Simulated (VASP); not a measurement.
## SnO2: relaxation of cell and atoms with PBE

SnO2:

```
Sn O
1.0
    -1.86215    1.86215    4.97060
     1.86215   -1.86215    4.97060
     1.86215    1.86215   -4.97060
Sn O
2 4
Direct
  0.00000 0.00000 0.00000
  0.75000 0.25000 0.50000
  0.79882 0.79882 0.00000
  0.20118 0.20118 0.00000
  0.95118 0.45118 0.50000
  0.54882 0.04882 0.50000
```

- Program: VASP 6.6.1
- Task: relaxation of cell and atoms
- Functional: PBE
- Potentials or basis: VASP PAW PBE potentials, release 64 (Sn_d, O)
- Cutoff: 600 eV
- k mesh: 8 × 8 × 8
- Occupations: gaussian, width 0.1 eV
- Spin: no spin polarisation
- Dipole correction: no
- Further INCAR settings: ALGO = Normal; EDIFF = 1e-06; IBRION = 2; EDIFFG = -0.05; NSW = 80; ISIF = 3

| Property | Result |
| --- | --- |
| Relaxed volume | 14.22 Å³/atom |
| Relaxed cell | a = 5.955 Å, b = 5.955 Å, c = 5.955 Å, α = 140.34°, β = 140.34°, γ = 57.34° |
| Space group after relaxing (to 0.05 Å) | I4_1/amd (No. 141) |
| Energy gained by relaxing | 390.8 meV/atom |
| Ionic steps | 6 |
| Pressure after relaxing | 0.2 GPa |
| Largest force after relaxing | 0.013 eV/Å |
| Band gap on the k mesh | 1.27 eV, indirect (least direct gap 1.58 eV) |

Forces on the atoms (eV/Å):
```
Sn   0.000  0.000  0.000
Sn   0.000  0.000  0.000
O    0.000  0.000 -0.013
O    0.000  0.000  0.013
O    0.000  0.000  0.013
O    0.000  0.000 -0.013
```

Stress tensor (GPa, compression positive):
```
 0.51  0.00  0.00
 0.00  0.51  0.00
 0.00  0.00 -0.40
```

The path:
```tsv
step	energy change (eV)	largest force (eV/Å)	pressure (GPa)	volume (Å³)
1	0.0000	0.9684	55.39	68.94
2	1.0295	1.1313	-24.27	116.66
3	-2.2732	0.5327	-2.47	86.31
4	-2.2853	0.4817	-0.66	85.26
5	-2.2866	0.4578	0.22	84.79
6	-2.3449	0.0132	0.20	85.31
```

Final structure:
```
CELL_PARAMETERS angstrom
-2.02037 2.02037 5.22517
2.02037 -2.02037 5.22517
2.02037 2.02037 -5.22517
ATOMIC_POSITIONS crystal
Sn 0.00000 0.00000 0.00000
Sn 0.75000 0.25000 0.50000
O 0.79841 0.79841 0.00000
O 0.20159 0.20159 0.00000
O 0.95159 0.45159 0.50000
O 0.54841 0.04841 0.50000
```

Levels at points of the mesh, in eV from the valence-band top:
| k point | band 22 | band 23 | band 24 | band 25 | band 26 | band 27 | band 28 | band 29 | band 30 | band 31 |
| --- | --- | --- | --- | --- | --- | --- | --- | --- | --- | --- |
| (0.00, 0.00, 0.00) | -1.03 | -0.62 | -0.62 | -0.31 | -0.31 | 1.27 | 5.28 | 9.25 | 9.44 | 9.64 |
| (0.50, 0.00, 0.00) | -1.08 | -0.71 | -0.70 | -0.50 | -0.37 | 4.55 | 5.87 | 7.73 | 8.38 | 9.82 |
| (0.50, 0.50, 0.00) | -0.88 | -0.80 | -0.80 | -0.05 | -0.05 | 6.87 | 6.87 | 7.51 | 7.51 | 8.40 |
| (0.50, 0.50, 0.50) | -2.58 | -0.97 | -0.97 | -0.22 | -0.22 | 3.94 | 3.94 | 7.57 | 7.57 | 11.69 |

Run time: 22 min on 1 thread of Intel(R) Xeon(R) Platinum 8488C (Sapphire Rapids), on a shared host, peak memory 0.42 GiB.

Caveat: the volume moved by over 15 % at a fixed basis, so the end points are rough; spin-orbit coupling is left out, which moves the levels of the heavy elements; the relaxation stopped at a loose force limit of 0.05 eV/Å, so its end isn't a converged minimum. A hybrid or GW would open this gap; PBE tends to underestimate it.
